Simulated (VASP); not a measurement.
Input of a VASP 6.6.1 run:

The input INCAR:

```
SYSTEM = Ta2C
  PREC = Accurate
  ENCUT = 520
  EDIFF = 1E-7
  ISMEAR = 1
  SIGMA = 0.05
  LREAL = .False.
  LASPH = .True.
  NELM = 60
  ALGO = Normal
  ISIF = 2
  LWAVE = .False.
  LCHARG = .True.
  GGA = CA
  LELF = .True.
  LVHAR = .True.
  NBANDS = 20
```

KPOINTS

```
regular mesh
0
Gamma
  5 5 3
  0 0 0
```

POSCAR

```
Ta2C
1.0
    3.1059000000      0.0000000000      0.0000000000
   -1.5529500000      2.6897900000      0.0000000000
    0.0000000000      0.0000000000      4.9464000000
Ta C
2 1
Direct
    0.3333333333      0.6666666667      0.2520100000
    0.6666666667      0.3333333333      0.7479900000
    0.0000000000      0.0000000000      0.0000000000
```

Potentials or basis: VASP PAW LDA potentials, release 64 (Ta_pv, C).

Command:

```console
$ cat potpaw_LDA.64/Ta_pv/POTCAR potpaw_LDA.64/C/POTCAR > POTCAR
$ mpirun -np 1 vasp_std > vasp.out
```

Predict the band gap on the k mesh.

zero (band 13 reaches 6.92 eV, above the bottom of band 14 at 6.30 eV).

What does it give for the largest force?

0.182 eV/Å.

What does it give for the pressure?

-7.3 GPa.

Stress tensor (GPa, compression positive):
```
-6.74  0.00  0.00
 0.00 -6.74  0.00
 0.00  0.00 -8.48
```

Caveat: the k points lie up to 0.47 Å⁻¹ apart; spin-orbit coupling is left out, which moves the levels of the heavy elements.
